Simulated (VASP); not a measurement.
# Ti (P6_3/mmc) in VASP: a series of runs

Ti is run at these levels: PBE; tasks: single point.

Everything below comes from runs of VASP 6.6.1. Logs are shortened: lines on timing, memory, paths and dates and some standing lists are left out, and cuts for length are marked.

### 1 The cell of the first run

It takes space group P6_3/mmc (No. 194, hexagonal). Conventional cell: a = 2.847 Å, b = 2.847 Å, c = 4.956 Å, α = 90.00°, β = 90.00°, γ = 120.00°. Within 3.8 Å of Ti (site symmetry -6m2) lie 12 Ti at 2.85 to 2.97 Å.

### 2 Single point, PBE

INCAR

```
  PREC = Accurate
  ENCUT = 520
  EDIFF = 1E-7
  ISMEAR = 0
  SIGMA = 0.15
  LREAL = False
  LASPH = True
  NELM = 100
  ALGO = Fast
  ISIF = 2
  LWAVE = False
  LCHARG = True
  GGA = PE
  LELF = True
  LVHAR = True
  NBANDS = 19
```

KPOINTS

```
regular mesh
0
Gamma
  24 24 14
```

POSCAR

```
Ti
1.0
    2.8465704389      0.0000000000      0.0000000000
   -1.4232852195      2.4652023137      0.0000000000
    0.0000000000      0.0000000000      4.9557260076
Ti
2
Direct
    0.3333333333      0.6666666667      0.2500000000
    0.6666666667      0.3333333333      0.7500000000
```

Potentials or basis: VASP PAW PBE potentials, release 64 (Ti_sv).

On the command line:

```bash
> cat potpaw_PBE.64/Ti_sv/POTCAR > POTCAR
> mpirun -np 1 vasp_std > vasp.out
```

OUTCAR:

```text
PREC = Accurate
   ENCUT = 520
   EDIFF = 1E-7
   ISMEAR = 0
   LREAL = False
   LASPH = True
   NELM = 100
   ISIF = 2
   GGA = PE

 ion  position               nearest neighbor table
   1  0.333  0.667  0.250-
   2  0.667  0.333  0.750-

  LATTYP: Found a hexagonal cell.
 ALAT       =     2.8465704389
 C/A-ratio  =     1.7409462067

  Lattice vectors:

 A1 = (   2.8465704389,   0.0000000000,   0.0000000000)
 A2 = (  -1.4232852195,   2.4652023137,   0.0000000000)
 A3 = (   0.0000000000,   0.0000000000,   4.9557260076)

Analysis of symmetry for initial positions (statically):
=====================================================================
 Subroutine PRICEL returns:
 Original cell was already a primitive cell.

 Routine SETGRP: Setting up the symmetry group for a
 hexagonal supercell.

 Subroutine GETGRP returns: Found 24 space group operations
 (whereof 12 operations were pure point group operations)
 out of a pool of 24 trial point group operations.

The static configuration has the point symmetry D_3d.
 The point group associated with its full space group is D_6h.

Analysis of symmetry for dynamics (positions and initial velocities):
=====================================================================
 Subroutine PRICEL returns:
 Original cell was already a primitive cell.

 Routine SETGRP: Setting up the symmetry group for a
 hexagonal supercell.

 Subroutine GETGRP returns: Found 24 space group operations
 (whereof 12 operations were pure point group operations)
 out of a pool of 24 trial point group operations.

The dynamic configuration has the point symmetry D_3d.
 The point group associated with its full space group is D_6h.

 Subroutine INISYM returns: Found 24 space group operations
 (whereof 12 operations are pure point group operations),
 and found     1 'primitive' translations

----------------------------------------------------------------------------------------

                                     Primitive cell

  volume of cell :      34.7762

  direct lattice vectors                    reciprocal lattice vectors
     2.846570439  0.000000000  0.000000000     0.351299931  0.202823110  0.000000000
    -1.423285220  2.465202314  0.000000000     0.000000000  0.405646220  0.000000000
     0.000000000  0.000000000  4.955726008     0.000000000  0.000000000  0.201786781

  length of vectors
     2.846570439  2.846570439  4.955726008     0.405646220  0.405646220  0.201786781

  position of ions in fractional coordinates (direct lattice)
     0.333333333  0.666666667  0.250000000
     0.666666667  0.333333333  0.750000000

  ion indices of the primitive-cell ions
   primitive index   ion index
                 1           1
                 2           2

----------------------------------------------------------------------------------------

 KPOINTS: regular mesh

Automatic generation of k-mesh.
 Grid dimensions read from file:
 generate k-points for:   24   24   14

 Generating k-lattice:

  Cartesian coordinates                     Fractional coordinates (reciprocal lattice)
     0.014637497  0.008450963  0.000000000     0.041666667  0.000000000  0.000000000
     0.000000000  0.016901926  0.000000000     0.000000000  0.041666667  0.000000000
     0.000000000  0.000000000  0.014413342     0.000000000  0.000000000  0.071428571

  Length of vectors
     0.016901926  0.016901926  0.014413342

  Shift w.r.t. Gamma in fractional coordinates (k-lattice)
     0.000000000  0.000000000  0.000000000

 Subroutine IBZKPT returns following result:
 ===========================================

 Found    488 irreducible k-points:

 Following reciprocal coordinates:
            Coordinates               Weight
  0.000000  0.000000  0.000000      1.000000
  0.041667  0.000000  0.000000      6.000000
  0.083333 -0.000000  0.000000      6.000000
  0.125000 -0.000000  0.000000      6.000000
  0.166667 -0.000000  0.000000      6.000000
  0.208333 -0.000000  0.000000      6.000000
[... 16 lines left out ...]
  0.416667  0.041667  0.000000     12.000000
  0.458333  0.041667  0.000000     12.000000
 [... further k-points ...]
   k-points           NKPTS =    488   k-points in BZ     NKDIM =    488   number of bands    NBANDS=     19
   number of dos      NEDOS =    301   number of ions     NIONS =      2
   total plane-waves  NPLWV =  23040
   dimension x,y,z NGX =    24 NGY =   24 NGZ =   40
   dimension x,y,z NGXF=    48 NGYF=   48 NGZF=   80
   ions per type =               2
   NGX,Y,Z   is equivalent  to a cutoff of  14.02, 14.02, 13.42 a.u.
   NGXF,Y,Z  is equivalent  to a cutoff of  28.03, 28.03, 26.84 a.u.
 SYSTEM =  unknown system
   PREC   = accura    normal or accurate (medium, high low for compatibility)
   ISTART =      0    job   : 0-new  1-cont  2-samecut
   ICHARG =      2    charge: 1-file 2-atom 10-const
   ISPIN  =      1    spin polarized calculation?
   LNONCOLLINEAR =      F non collinear calculations
   LSORBIT =      F    spin-orbit coupling
   LASPH  =      T    aspherical Exc in radial PAW
   ENCUT  =  520.0 eV  38.22 Ry    6.18 a.u.   5.29  5.29  9.21*2*pi/ulx,y,z
   NELM   =    100;   NELMIN=  2; NELMDL= -5     # of ELM steps
   EDIFF  = 0.1E-06   stopping-criterion for ELM
   LREAL  =      F    real-space projection
   EDIFFG = 0.1E-05   stopping-criterion for IOM
   NSW    =      0    number of steps for IOM
   IBRION =     -1    ionic relax: 0-MD 1-quasi-New 2-CG
   NFREE  =      0    steps in history (QN), initial steepest desc. (CG)
   ISIF   =      2    stress and relaxation
   ISYM   =      2    0-nonsym 1-usesym 2-fastsym
   POTIM  = 0.5000    time-step for ionic-motion
   TEBEG  =    0.0;   TEEND  =   0.0 temperature during run
   PSTRESS=    0.0 pullay stress
   NELECT =      24.0000    total number of electrons
   NUPDOWN=      -1.0000    fix difference up-down
   EMIN   =  10.00;   EMAX   =-10.00  energy-range for DOS
   EFERMI =   0.00;   METHOD = LEGACY
   ISMEAR =     0;   SIGMA  =   0.15  broadening in eV -4-tet -1-fermi 0-gaus
   EFERMI_NEDOS =   21; number of points for ismear=-14 and -15
   IALGO  =     68    algorithm
   IMIX   =      4    mixing-type and parameters
     AMIX     =   0.40;   BMIX     =  1.00
     AMIX_MAG =   1.60;   BMIX_MAG =  1.00
  volume/ion in A,a.u.               =      17.39       117.34
  Fermi-wavevector in a.u.,A,eV,Ry     =   1.446721  2.733905 28.476998  2.093000
  Thomas-Fermi vector in A             =   2.564757
   LORBIT       =      0    0 simple, 1 ext, 2 COOP (PROOUT), +10 PAW based schemes
   GGA     = PE    functional components
   LHFCALC =     F    Hartree Fock is set to
   AEXX    =    0.0000 exact exchange contribution
   IVDW    =     0    specifies the selected vdW correction
   LEPSILON=     F    determine dielectric tensor
   LRPA    =     F    only Hartree local field effects (RPA)
 non-spin polarized calculation
 RMM-DIIS sequential band-by-band and
 Gauss-broadening in eV      SIGMA  =   0.15
  energy-cutoff  :      520.00
  volume of cell :       34.78
 maximum number of plane-waves:       952
 NGX is ok and might be reduce to    24

 number of electron      24.0000004 magnetization

 Free energy of the ion-electron system (eV)
  ---------------------------------------------------
  ext. energy  EPLUGINS =         0.00000000
  ---------------------------------------------------
  free energy    TOTEN  =       -15.61320065 eV

  energy without entropy =      -15.58798622  energy(sigma->0) =      -15.60059343

 E-fermi :   8.2890     XC(G=0): -11.4869

 val. band max:        8.2889541132   @ k =   0.1667   0.0417   0.1429
 cond. band min:       8.2893655175   @ k =   0.2917   0.2083   0.4286
 fundamental gap:      0.0004114044
 Fermi energy:         8.2890216507

 k-point     1 :       0.0000    0.0000    0.0000
  band No.  band energies     occupation
      1     -48.5034      2.00000
      2     -48.4099      2.00000
      3     -25.0150      2.00000
      4     -24.4462      2.00000
      5     -24.3737      2.00000
      6     -24.3737      2.00000
[... 11 lines left out ...]
     18      10.4144      0.00000
     19      11.5310      0.00000

 k-point     2 :       0.0417    0.0000    0.0000
  band No.  band energies     occupation
      1     -48.5013      2.00000
      2     -48.4086      2.00000
      3     -25.0112      2.00000
      4     -24.4469      2.00000
      5     -24.3844      2.00000
      6     -24.3767      2.00000
[... 11 lines left out ...]
     18      10.3865      0.00000
     19      11.5445      0.00000

 k-point     3 :       0.0833   -0.0000    0.0000
  band No.  band energies     occupation
      1     -48.4952      2.00000
      2     -48.4045      2.00000
      3     -25.0001      2.00000
      4     -24.4488      2.00000
      5     -24.4156      2.00000
      6     -24.3855      2.00000
[... 11 lines left out ...]
     18      10.3086      0.00000
     19      11.5697      0.00000

 k-point     4 :       0.1250   -0.0000    0.0000
  band No.  band energies     occupation
      1     -48.4853      2.00000
      2     -48.3982      2.00000
      3     -24.9819      2.00000
      4     -24.4653      2.00000
      5     -24.4522      2.00000
      6     -24.4073      2.00000
[... 11 lines left out ...]
     18      10.1941      0.00000
     19      11.6053      0.00000

 k-point     5 :       0.1667   -0.0000    0.0000
  band No.  band energies     occupation
      1     -48.4724      2.00000
      2     -48.3900      2.00000
      3     -24.9576      2.00000
      4     -24.5302      2.00000
      5     -24.4716      2.00000
      6     -24.4573      2.00000
[... 11 lines left out ...]
     18      10.0844      0.00000
     19      11.6400      0.00000
[... 334 lines left out ...]
      2     -48.3490      2.00000
      3     -24.8752      2.00000
      4     -24.8027      2.00000
      5     -24.8011      2.00000
      6     -24.5124      2.00000
[... 11 lines left out ...]
     18      11.5968      0.00000
     19      11.6878      0.00000

 k-point    22 :       0.3750    0.0417    0.0000
  band No.  band energies     occupation
      1     -48.3845      2.00000
      2     -48.3435      2.00000
      3     -24.9318      2.00000
      4     -24.8528      2.00000
      5     -24.7697      2.00000
      6     -24.5278      2.00000
[... 11 lines left out ...]
     18      11.6880      0.00000
     19      11.9398      0.00000

 k-point    23 :       0.4167    0.0417    0.0000
  band No.  band energies     occupation
      1     -48.3744      2.00000
      2     -48.3402      2.00000
      3     -24.9716      2.00000
      4     -24.8890      2.00000
      5     -24.7429      2.00000
      6     -24.5386      2.00000
[... 11 lines left out ...]
     18      11.8807      0.00000
     19      12.3055      0.00000

 k-point    24 :       0.4583    0.0417    0.0000
  band No.  band energies     occupation
      1     -48.3689      2.00000
      2     -48.3388      2.00000
      3     -24.9922      2.00000
      4     -24.9077      2.00000
      5     -24.7272      2.00000
      6     -24.5473      2.00000
[... 11 lines left out ...]
     18      12.0207      0.00000
     19      12.7042      0.00000

 [... further k-points ...]

------------------------ aborting loop because EDIFF is reached ----------------------------------------

  FORCE on cell =-STRESS in cart. coord.  units (eV):
  Direction    XX          YY          ZZ          XY          YZ          ZX
  --------------------------------------------------------------------------------------
  -------------------------------------------------------------------------------------
  Total        0.6806841      0.6806841     -1.4649337     -0.0000000      0.0000000      0.0000000
  in kB       31.3598803     31.3598803    -67.4911418     -0.0000000      0.0000000      0.0000000
  external PRESSURE =      -1.5904604 kB  Pullay stress =       0.0000000 kB

 VOLUME and BASIS-vectors are now :
 -----------------------------------------------------------------------------
  energy-cutoff  :      520.00
  volume of cell :       34.78
      direct lattice vectors                 reciprocal lattice vectors
     2.846570439  0.000000000  0.000000000     0.351299931  0.202823110  0.000000000
    -1.423285220  2.465202314  0.000000000     0.000000000  0.405646220  0.000000000
     0.000000000  0.000000000  4.955726008     0.000000000  0.000000000  0.201786781

 POSITION                                       TOTAL-FORCE (eV/Angst)
 -----------------------------------------------------------------------------------
     -0.00000      1.64347      1.23893        -0.000000      0.000000      0.000000
      1.42329      0.82173      3.71679         0.000000      0.000000      0.000000
 -----------------------------------------------------------------------------------
    total drift:                               -0.000000      0.000000     -0.000000

  FREE ENERGIE OF THE ION-ELECTRON SYSTEM (eV)
  ---------------------------------------------------
  free  energy   TOTEN  =       -15.6132006500 eV

  energy  without entropy=      -15.5879862186  energy(sigma->0) =      -15.60059343
```

Run time: 8 min. Hardware: 1 thread of Intel Xeon 6975P-C (Granite Rapids), shared host; peak memory 0.37 GiB.

Results:

```
Free energy            : -15.6132 eV
Pressure               : -0.2 GPa
Band gap on the k mesh : zero (bands 12 and 13 overlap by 0.61 eV)
```

Levels at points of the mesh, in eV from the Fermi level:
```csv
k point,band 9,band 10,band 11,band 12,band 13,band 14,band 15,band 16
"(0.00, 0.00, 0.00)",-6.17,-2.75,0.00,0.34,0.91,0.91,1.26,1.26
"(0.50, 0.00, 0.00)",-2.24,-2.11,-1.89,-0.23,0.32,0.88,0.99,3.42
"(0.00, 0.00, 0.50)",-4.53,-4.53,-0.26,-0.26,0.92,0.92,0.92,0.92
"(0.50, 0.00, 0.50)",-2.50,-2.50,-0.97,-0.97,1.48,1.48,2.02,2.02
```

Caveat: the stress differs along the axes, from -7 to 3 GPa.

### 3 Single point, PBE

This run uses another cell than the first one, of the same volume but with other edges.

INCAR

```
SYSTEM = Ti
PREC     = Accurate       ! precision mode
ENCUT    = 520            ! plane-wave cutoff, eV
EDIFF    = 1E-6           ! SCF threshold, eV
ISMEAR   = 0              ! smearing method
SIGMA    = 0.15           ! smearing width, eV
LREAL    = .FALSE.        ! projectors in reciprocal space
LASPH    = .TRUE.         ! aspherical terms in the spheres
NELM     = 100            ! most SCF steps
ALGO     = Fast           ! electronic algorithm
ISIF     = 2              ! what is computed and relaxed
LWAVE    = .FALSE.        ! write WAVECAR
LCHARG   = .TRUE.         ! write CHGCAR
GGA      = PE             ! functional
LELF     = .TRUE.         ! ELF
LVHAR    = .TRUE.       
NBANDS   = 19             ! bands
```

KPOINTS

```
Automatic mesh
0
G
  24 24 14
  0 0 0
```

POSCAR

```
Ti
1.0
    2.9787159140      0.0000000000      0.0000000000
   -1.4893579570      2.5796436522      0.0000000000
    0.0000000000      0.0000000000      4.5257752768
Ti
2
Direct
    0.3333333333      0.6666666667      0.2500000000
    0.6666666667      0.3333333333      0.7500000000
```

Potentials or basis: VASP PAW PBE potentials, release 64 (Ti_sv).

On the command line:

```bash
> cat potpaw_PBE.64/Ti_sv/POTCAR > POTCAR
> mpirun -np 1 vasp_std > vasp.out
```

OUTCAR:

```text
SYSTEM = Ti
   PREC = Accurate
   ENCUT = 520
   EDIFF = 1E-6
   ISMEAR = 0
   LREAL = .FALSE.
   LASPH = .TRUE.
   NELM = 100
   ISIF = 2
   GGA = PE

 ion  position               nearest neighbor table
   1  0.333  0.667  0.250-   2 2.84   2 2.84   2 2.84   2 2.84   2 2.84   2 2.84
   2  0.667  0.333  0.750-   1 2.84   1 2.84   1 2.84   1 2.84   1 2.84   1 2.84

  LATTYP: Found a hexagonal cell.
 ALAT       =     2.9787159140
 C/A-ratio  =     1.5193712349

  Lattice vectors:

 A1 = (   2.9787159140,   0.0000000000,   0.0000000000)
 A2 = (  -1.4893579570,   2.5796436522,   0.0000000000)
[... 194 lines left out ...]
      6     -24.4064      2.00000
[... 505 lines left out ...]
      6     -24.6646      2.00000
[... 11 lines left out ...]
     18      11.9646      0.00000
     19      12.5622      0.00000

 [... further k-points ...]
[... 5 lines left out ...]
  --------------------------------------------------------------------------------------
  -------------------------------------------------------------------------------------
  Total       -0.3831976     -0.3831976      0.5849415      0.0000000     -0.0000000      0.0000000
  in kB      -17.6543450    -17.6543450     26.9489110      0.0000000     -0.0000000      0.0000000
  external PRESSURE =      -2.7865930 kB  Pullay stress =       0.0000000 kB

 VOLUME and BASIS-vectors are now :
 -----------------------------------------------------------------------------
  energy-cutoff  :      520.00
  volume of cell :       34.78
      direct lattice vectors                 reciprocal lattice vectors
     2.978715914  0.000000000  0.000000000     0.335715130  0.193825221  0.000000000
    -1.489357957  2.579643652  0.000000000     0.000000000  0.387650441  0.000000000
     0.000000000  0.000000000  4.525775277     0.000000000  0.000000000  0.220956618

 POSITION                                       TOTAL-FORCE (eV/Angst)
 -----------------------------------------------------------------------------------
     -0.00000      1.71976      1.13144        -0.000000     -0.000000      0.000000
      1.48936      0.85988      3.39433         0.000000      0.000000      0.000000
 -----------------------------------------------------------------------------------
    total drift:                                0.000000     -0.000000      0.000000

  FREE ENERGIE OF THE ION-ELECTRON SYSTEM (eV)
  ---------------------------------------------------
  free  energy   TOTEN  =       -15.6702647649 eV

  energy  without entropy=      -15.6469785948  energy(sigma->0) =      -15.65862168
```

stdout:

```text
POSCAR found type information on POSCAR Ti
 POSCAR found :  1 types and       2 ions
 scaLAPACK will be used
 LDA part: xc-table for (Slater+PW92), standard interpolation
 POSCAR, INCAR and KPOINTS ok, starting setup
 FFT: planning ... GRIDC
 FFT: planning ... GRID_SOFT
 FFT: planning ... GRID
 WAVECAR not read
 entering main loop
WARNING in EDDRMM: call to ZHEGV failed, returncode =   6  3     18
WARNING in EDDRMM: call to ZHEGV failed, returncode =   8  4     11
WARNING in EDDRMM: call to ZHEGV failed, returncode =   8  4     11
WARNING in EDDRMM: call to ZHEGV failed, returncode =   6  3     10
WARNING in EDDRMM: call to ZHEGV failed, returncode =   6  3     13
WARNING in EDDRMM: call to ZHEGV failed, returncode =   6  3      4
WARNING in EDDRMM: call to ZHEGV failed, returncode =   8  4      5
WARNING in EDDRMM: call to ZHEGV failed, returncode =   6  3      7
WARNING in EDDRMM: call to ZHEGV failed, returncode =   6  3      5
WARNING in EDDRMM: call to ZHEGV failed, returncode =   6  3      3
WARNING in EDDRMM: call to ZHEGV failed, returncode =   6  3     15
WARNING in EDDRMM: call to ZHEGV failed, returncode =   8  4     17
WARNING in EDDRMM: call to ZHEGV failed, returncode =   8  4     10
WARNING in EDDRMM: call to ZHEGV failed, returncode =   6  3     10
WARNING in EDDRMM: call to ZHEGV failed, returncode =   6  3     10
WARNING in EDDRMM: call to ZHEGV failed, returncode =   6  3      6
WARNING in EDDRMM: call to ZHEGV failed, returncode =   6  3     12
WARNING in EDDRMM: call to ZHEGV failed, returncode =   6  3      5
WARNING in EDDRMM: call to ZHEGV failed, returncode =   8  4      4
WARNING in EDDRMM: call to ZHEGV failed, returncode =   8  4      4
WARNING in EDDRMM: call to ZHEGV failed, returncode =   6  3      5
WARNING in EDDRMM: call to ZHEGV failed, returncode =   8  4      3
```

It took 5.2 min on 1 thread of Intel Xeon 6975P-C (Granite Rapids), shared host; peak memory 0.37 GiB.

Results:

```
Free energy            : -15.6703 eV
Pressure               : -0.3 GPa
Band gap on the k mesh : zero (bands 12 and 13 overlap by 1.18 eV)
```
